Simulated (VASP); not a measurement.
# ZrN (Fm-3m) in VASP: notebook

Aim: see how the results for ZrN move with the level of theory and the settings. Levels: PBEsol, BLYP, LDA, r2SCAN. Tasks: single point.

Program: VASP 6.6.1. These are calculated values, not measurements. Logs are shortened: lines on timing, memory, paths and dates and some standing lists are left out, and cuts for length are marked.

### 1 The cell of the first run

It takes space group Fm-3m (No. 225, cubic). The conventional cell has a = 4.600 Å, b = 4.600 Å, c = 4.600 Å, α = 90.00°, β = 90.00°, γ = 90.00°. Zr (site symmetry m-3m) has 6 N at 2.30 Å within 3.0 Å. N (site symmetry m-3m) has 6 Zr at 2.30 Å within 3.0 Å.

### 2 Single point, PBEsol

Contents of INCAR:

```
SYSTEM = ZrN
ALGO = Normal
EDIFF = 1E-6
ENCUT = 600
GGA = PS
GGA_COMPAT = .False.
ISIF = 2
ISMEAR = -1
LASPH = .True.
LCHARG = .False.
LREAL = .False.
LWAVE = .False.
NBANDS = 16
NELM = 120
PREC = Accurate
SIGMA = 0.3
```

Contents of KPOINTS:

```
k-points
0
Gamma
  7 7 7
  0 0 0
```

Contents of POSCAR:

```
ZrN
1.0
    0.0000000000      2.3000000000      2.3000000000
    2.3000000000      0.0000000000      2.3000000000
    2.3000000000      2.3000000000      0.0000000000
Zr N
1 1
Direct
    0.5000000000      0.5000000000      0.5000000000
    0.0000000000      0.0000000000      0.0000000000
```

Potentials or basis: VASP PAW PBE potentials, release 64 (Zr_sv, N).

On the command line:

```bash
$ cat potpaw_PBE.64/Zr_sv/POTCAR potpaw_PBE.64/N/POTCAR > POTCAR
$ mpirun -np 1 vasp_std > vasp.out
```

OUTCAR:

```text
SYSTEM = ZrN
   EDIFF = 1E-6
   ENCUT = 600
   GGA = PS
   ISIF = 2
   ISMEAR = -1
   LASPH = .True.
   LREAL = .False.
   NELM = 120
   PREC = Accurate

 ion  position               nearest neighbor table
   1  0.500  0.500  0.500-   2 2.30   2 2.30   2 2.30   2 2.30   2 2.30   2 2.30
   2  0.000  0.000  0.000-   1 2.30   1 2.30   1 2.30   1 2.30   1 2.30   1 2.30

  LATTYP: Found a face centered cubic cell.
 ALAT       =     4.6000000000

  Lattice vectors:

 A1 = (   0.0000000000,   2.3000000000,   2.3000000000)
 A2 = (   2.3000000000,   0.0000000000,   2.3000000000)
 A3 = (   2.3000000000,   2.3000000000,   0.0000000000)

Analysis of symmetry for initial positions (statically):
=====================================================================
 Subroutine PRICEL returns:
 Original cell was already a primitive cell.

 Routine SETGRP: Setting up the symmetry group for a
 face centered cubic supercell.

 Subroutine GETGRP returns: Found 48 space group operations
 (whereof 48 operations were pure point group operations)
 out of a pool of 48 trial point group operations.

The static configuration has the point symmetry O_h .

Analysis of symmetry for dynamics (positions and initial velocities):
=====================================================================
 Subroutine PRICEL returns:
 Original cell was already a primitive cell.

 Routine SETGRP: Setting up the symmetry group for a
 face centered cubic supercell.

 Subroutine GETGRP returns: Found 48 space group operations
 (whereof 48 operations were pure point group operations)
 out of a pool of 48 trial point group operations.

The dynamic configuration has the point symmetry O_h .

 Subroutine INISYM returns: Found 48 space group operations
 (whereof 48 operations are pure point group operations),
 and found     1 'primitive' translations

----------------------------------------------------------------------------------------

                                     Primitive cell

  volume of cell :      24.3340

  direct lattice vectors                    reciprocal lattice vectors
     0.000000000  2.300000000  2.300000000    -0.217391304  0.217391304  0.217391304
     2.300000000  0.000000000  2.300000000     0.217391304 -0.217391304  0.217391304
     2.300000000  2.300000000  0.000000000     0.217391304  0.217391304 -0.217391304

  length of vectors
     3.252691193  3.252691193  3.252691193     0.376532784  0.376532784  0.376532784

  position of ions in fractional coordinates (direct lattice)
     0.500000000  0.500000000  0.500000000
     0.000000000  0.000000000  0.000000000

  ion indices of the primitive-cell ions
   primitive index   ion index
                 1           1
                 2           2

----------------------------------------------------------------------------------------

 KPOINTS: k-points

Automatic generation of k-mesh.
 Grid dimensions read from file:
 generate k-points for:    7    7    7

 Generating k-lattice:

  Cartesian coordinates                     Fractional coordinates (reciprocal lattice)
    -0.031055901  0.031055901  0.031055901     0.142857143  0.000000000  0.000000000
     0.031055901 -0.031055901  0.031055901     0.000000000  0.142857143  0.000000000
     0.031055901  0.031055901 -0.031055901     0.000000000  0.000000000  0.142857143

  Length of vectors
     0.053790398  0.053790398  0.053790398

  Shift w.r.t. Gamma in fractional coordinates (k-lattice)
     0.000000000  0.000000000  0.000000000

 Subroutine IBZKPT returns following result:
 ===========================================

 Found     20 irreducible k-points:

 Following reciprocal coordinates:
            Coordinates               Weight
  0.000000  0.000000  0.000000      1.000000
  0.142857  0.000000  0.000000      8.000000
  0.285714  0.000000  0.000000      8.000000
  0.428571  0.000000  0.000000      8.000000
  0.142857  0.142857  0.000000      6.000000
  0.285714  0.142857  0.000000     24.000000
[... 12 lines left out ...]
 -0.428571  0.428571  0.142857     24.000000
 -0.285714  0.428571  0.142857     24.000000
   k-points           NKPTS =     20   k-points in BZ     NKDIM =     20   number of bands    NBANDS=     16
   number of dos      NEDOS =    301   number of ions     NIONS =      2
   total plane-waves  NPLWV =  21952
   dimension x,y,z NGX =    28 NGY =   28 NGZ =   28
   dimension x,y,z NGXF=    56 NGYF=   56 NGZF=   56
   ions per type =               1   1
   NGX,Y,Z   is equivalent  to a cutoff of  14.31, 14.31, 14.31 a.u.
   NGXF,Y,Z  is equivalent  to a cutoff of  28.62, 28.62, 28.62 a.u.
 SYSTEM =  ZrN
   PREC   = accura    normal or accurate (medium, high low for compatibility)
   ISTART =      0    job   : 0-new  1-cont  2-samecut
   ICHARG =      2    charge: 1-file 2-atom 10-const
   ISPIN  =      1    spin polarized calculation?
   LNONCOLLINEAR =      F non collinear calculations
   LSORBIT =      F    spin-orbit coupling
   LASPH  =      T    aspherical Exc in radial PAW
   ENCUT  =  600.0 eV  44.10 Ry    6.64 a.u.   6.50  6.50  6.50*2*pi/ulx,y,z
   NELM   =    120;   NELMIN=  2; NELMDL= -5     # of ELM steps
   EDIFF  = 0.1E-05   stopping-criterion for ELM
   LREAL  =      F    real-space projection
   EDIFFG = 0.1E-04   stopping-criterion for IOM
   NSW    =      0    number of steps for IOM
   IBRION =     -1    ionic relax: 0-MD 1-quasi-New 2-CG
   NFREE  =      0    steps in history (QN), initial steepest desc. (CG)
   ISIF   =      2    stress and relaxation
   ISYM   =      2    0-nonsym 1-usesym 2-fastsym
   POTIM  = 0.5000    time-step for ionic-motion
   TEBEG  =    0.0;   TEEND  =   0.0 temperature during run
   PSTRESS=    0.0 pullay stress
   NELECT =      17.0000    total number of electrons
   NUPDOWN=      -1.0000    fix difference up-down
   EMIN   =  10.00;   EMAX   =-10.00  energy-range for DOS
   EFERMI =   0.00;   METHOD = LEGACY
   ISMEAR =    -1;   SIGMA  =   0.30  broadening in eV -4-tet -1-fermi 0-gaus
   EFERMI_NEDOS =   21; number of points for ismear=-14 and -15
   IALGO  =     38    algorithm
   IMIX   =      4    mixing-type and parameters
     AMIX     =   0.40;   BMIX     =  1.00
     AMIX_MAG =   1.60;   BMIX_MAG =  1.00
  volume/ion in A,a.u.               =      12.17        82.11
  Fermi-wavevector in a.u.,A,eV,Ry     =   1.452624  2.745062 28.709889  2.110117
  Thomas-Fermi vector in A             =   2.569985
   LORBIT       =      0    0 simple, 1 ext, 2 COOP (PROOUT), +10 PAW based schemes
   GGA     = PS    functional components
   LHFCALC =     F    Hartree Fock is set to
   AEXX    =    0.0000 exact exchange contribution
   IVDW    =     0    specifies the selected vdW correction
   LEPSILON=     F    determine dielectric tensor
   LRPA    =     F    only Hartree local field effects (RPA)
 non-spin polarized calculation
  energy-cutoff  :      600.00
  volume of cell :       24.33
 maximum number of plane-waves:       869
 NGX is ok and might be reduce to    28
   NGX = 13   NGY = 13   NGZ = 13

 number of electron      17.0000000 magnetization

 Free energy of the ion-electron system (eV)
  ---------------------------------------------------
  ext. energy  EPLUGINS =         0.00000000
  ---------------------------------------------------
  free energy    TOTEN  =       -21.62863193 eV

  energy without entropy =      -21.42781312  energy(sigma->0) =      -21.52822253

 E-fermi :  11.6845     XC(G=0): -12.6271

 val. band max:       11.5389848687   @ k =  -0.4286   0.2857   0.0000
 cond. band min:      11.7151634306   @ k =   0.1429   0.0000   0.0000
 fundamental gap:      0.1761785619
 Fermi energy:        11.6845264138

 k-point     1 :       0.0000    0.0000    0.0000
  band No.  band energies     occupation
      1     -37.7699      2.00000
      2     -15.4306      2.00000
      3     -15.4306      2.00000
      4     -15.4306      2.00000
      5      -4.4720      2.00000
      6       9.0702      1.99967
[... 8 lines left out ...]
     15      20.7911      0.00000
     16      34.0475      0.00000

 k-point     2 :       0.1429    0.0000    0.0000
  band No.  band energies     occupation
      1     -37.7443      2.00000
      2     -15.6660      2.00000
      3     -15.4483      2.00000
      4     -15.4483      2.00000
      5      -4.0787      2.00000
      6       7.6683      2.00000
[... 8 lines left out ...]
     15      22.0657      0.00000
     16      30.8613      0.00000

 k-point     3 :       0.2857    0.0000    0.0000
  band No.  band energies     occupation
      1     -37.6862      2.00000
      2     -16.1566      2.00000
      3     -15.4878      2.00000
      4     -15.4878      2.00000
      5      -3.1790      2.00000
      6       5.6118      2.00000
[... 8 lines left out ...]
     15      23.9200      0.00000
     16      27.6153      0.00000

 k-point     4 :       0.4286    0.0000    0.0000
  band No.  band energies     occupation
      1     -37.6390      2.00000
      2     -16.5192      2.00000
      3     -15.5190      2.00000
      4     -15.5190      2.00000
      5      -2.3954      2.00000
      6       4.2500      2.00000
[... 8 lines left out ...]
     15      24.2312      0.00000
     16      24.3746      0.00000
[... 248 lines left out ...]
 k-point    18 :      -0.4286    0.2857    0.1429
  band No.  band energies     occupation
      1     -37.6101      2.00000
      2     -16.3124      2.00000
      3     -15.8505      2.00000
      4     -15.6368      2.00000
      5      -2.9742      2.00000
      6       5.3305      2.00000
[... 8 lines left out ...]
     15      23.1841      0.00000
     16      24.3642      0.00000

 k-point    19 :      -0.4286    0.4286    0.1429
  band No.  band energies     occupation
      1     -37.5951      2.00000
      2     -16.2453      2.00000
      3     -15.8716      2.00000
      4     -15.7764      2.00000
      5      -3.4886      2.00000
      6       6.5438      2.00000
[... 8 lines left out ...]
     15      22.5930      0.00000
     16      25.3185      0.00000

 k-point    20 :      -0.2857    0.4286    0.1429
  band No.  band energies     occupation
      1     -37.5910      2.00000
      2     -16.1056      2.00000
      3     -16.0913      2.00000
      4     -15.7528      2.00000
      5      -3.2690      2.00000
      6       6.0634      2.00000
[... 8 lines left out ...]
     15      22.8703      0.00000
     16      23.6431      0.00000

------------------------ aborting loop because EDIFF is reached ----------------------------------------

  FORCE on cell =-STRESS in cart. coord.  units (eV):
  Direction    XX          YY          ZZ          XY          YZ          ZX
  --------------------------------------------------------------------------------------
  -------------------------------------------------------------------------------------
  Total       -1.0286317     -1.0286317     -1.0286317      0.0000000     -0.0000000      0.0000000
  in kB      -67.7262428    -67.7262428    -67.7262428      0.0000000     -0.0000000      0.0000000
  external PRESSURE =     -67.7262428 kB  Pullay stress =       0.0000000 kB

 VOLUME and BASIS-vectors are now :
 -----------------------------------------------------------------------------
  energy-cutoff  :      600.00
  volume of cell :       24.33
      direct lattice vectors                 reciprocal lattice vectors
     0.000000000  2.300000000  2.300000000    -0.217391304  0.217391304  0.217391304
     2.300000000  0.000000000  2.300000000     0.217391304 -0.217391304  0.217391304
     2.300000000  2.300000000  0.000000000     0.217391304  0.217391304 -0.217391304

 POSITION                                       TOTAL-FORCE (eV/Angst)
 -----------------------------------------------------------------------------------
      2.30000      2.30000      2.30000         0.000000      0.000000     -0.000000
      0.00000      0.00000      0.00000         0.000000     -0.000000      0.000000
 -----------------------------------------------------------------------------------
    total drift:                                0.000000      0.000000      0.000000

  FREE ENERGIE OF THE ION-ELECTRON SYSTEM (eV)
  ---------------------------------------------------
  free  energy   TOTEN  =       -21.6286319337 eV

  energy  without entropy=      -21.4278131174  energy(sigma->0) =      -21.52822253
```

Wall time 16 s (1 thread of AMD EPYC 9R14 (Zen 4), shared host); peak memory 0.13 GiB.

What came out:

```
Free energy : -21.6286 eV
Pressure    : -6.8 GPa
```

Caveat: the PAW data sets were made with another functional, which shifts forces and pressure a little.

### 3 Single point, BLYP

Contents of INCAR:

```
PREC = Accurate
ENCUT = 600
EDIFF = 1E-6
ISMEAR = -1
SIGMA = 0.3
LREAL = False
LASPH = True
NELM = 120
ALGO = Normal
ISIF = 2
LWAVE = False
LCHARG = False
GGA = B5
ALDAX = 1.0
AGGAX = 1.0
AGGAC = 1.0
ALDAC = 0.0
NBANDS = 16
GGA_COMPAT = False
```

Contents of KPOINTS:

```
regular mesh
0
Gamma
  7 7 7
```

POSCAR is that of step 2.

Potentials or basis: VASP PAW PBE potentials, release 64 (Zr_sv, N).

On the command line:

```bash
$ cat potpaw_PBE.64/Zr_sv/POTCAR potpaw_PBE.64/N/POTCAR > POTCAR
$ mpirun -np 1 vasp_std > vasp.out
```

Wall time 26 s (1 thread of AMD EPYC 9R14 (Zen 4), shared host); peak memory 0.12 GiB.

It converged, with:

| Property | Result |
| --- | --- |
| Free energy | -18.8816 eV |
| Pressure | 8.8 GPa |

Levels at points of the mesh, in eV from the Fermi level:
| k point | band 4 | band 5 | band 6 | band 7 | band 8 | band 9 | band 10 | band 11 | band 12 | band 13 |
| --- | --- | --- | --- | --- | --- | --- | --- | --- | --- | --- |
| (0.00, 0.00, 0.00) | -27.36 | -16.17 | -2.70 | -2.70 | -2.70 | -0.41 | -0.41 | -0.41 | 1.52 | 1.52 |

Caveat: the PAW data sets were made with another functional, which shifts forces and pressure a little.

### 4 Single point, LDA

Contents of INCAR:

```
SYSTEM = ZrN
PREC     = Accurate       ! precision mode
ENCUT    = 600            ! plane-wave cutoff, eV
EDIFF    = 1E-6           ! SCF threshold, eV
ISMEAR   = -1             ! smearing method
SIGMA    = 0.3            ! smearing width, eV
LREAL    = .False.        ! projectors in reciprocal space
LASPH    = .True.         ! aspherical terms in the spheres
NELM     = 120            ! most SCF steps
ALGO     = Normal         ! electronic algorithm
ISIF     = 2              ! what is computed and relaxed
LWAVE    = .False.        ! write WAVECAR
LCHARG   = .True.         ! write CHGCAR
LELF     = .True.         ! ELF
LVHAR    = .True.       
NBANDS   = 16             ! bands
GGA_COMPAT= .False.
```

Contents of KPOINTS:

```
Automatic mesh
0
Gamma
  7 7 7
  0 0 0
```

POSCAR is that of step 3.

Potentials or basis: VASP PAW LDA potentials, release 64 (Zr_sv, N).

On the command line:

```bash
$ cat potpaw_LDA.64/Zr_sv/POTCAR potpaw_LDA.64/N/POTCAR > POTCAR
$ mpirun -np 1 vasp_std > vasp.out
```

Run time: 16 s. Hardware: 1 thread of AMD EPYC 9R14 (Zen 4), shared host; peak memory 0.11 GiB.

Results (log left out):

| Quantity | Value |
| --- | --- |
| Free energy | -22.4686 eV |
| Pressure | -11.2 GPa |

Levels at points of the mesh, in eV from the Fermi level:
```tsv
k point	band 6	band 7	band 8	band 9	band 10	band 11
(0.00, 0.00, 0.00)	-2.61	-2.61	-2.61	-0.41	-0.41	-0.41
```

[end of part 1 of 2]
